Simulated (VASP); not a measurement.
# Rb: single point with PBE

Crystal: Rb.

```
Rb
1.0
     0.00000    3.63988    3.63988
     3.63988    0.00000    3.63988
     3.63988    3.63988    0.00000
Rb
1
Direct
  0.00000 0.00000 0.00000
```

This isn't the form of Rb at room conditions, which is bcc.

* Program: VASP 6.6.1
* Task: single point
* Functional: PBE
* Potentials or basis: VASP PAW PBE potentials, release 64 (Rb_sv)
* Cutoff: 500 eV
* k mesh: 4 × 4 × 4
* Occupations: gaussian, width 0.27 eV
* Spin: no spin polarisation

- Pressure: -0.1 GPa
- Band gap on the k mesh: zero (an odd number of electrons rules out a gap without spin polarisation)

Levels at points of the mesh, in eV from the Fermi level:
| k point | band 1 | band 2 | band 3 | band 4 | band 5 | band 6 | band 7 | band 8 |
| --- | --- | --- | --- | --- | --- | --- | --- | --- |
| (0.00, 0.00, 0.00) | -28.97 | -13.02 | -13.02 | -13.02 | -1.94 | 3.50 | 3.50 | 3.50 |
| (0.50, 0.00, 0.00) | -28.97 | -13.10 | -13.03 | -13.03 | 0.10 | 0.58 | 3.30 | 3.30 |
| (0.50, 0.50, 0.00) | -28.97 | -13.09 | -13.05 | -13.05 | 0.61 | 1.29 | 1.79 | 4.26 |

It took 3.8 s on 1 thread of Intel(R) Xeon(R) Platinum 8481C CPU @ 2.70GHz (Sapphire Rapids), on a shared host, peak memory 0.22 GiB.

Caveat: the k points lie up to 0.37 Å⁻¹ apart, too coarse for converged energies and pressures of a metal.
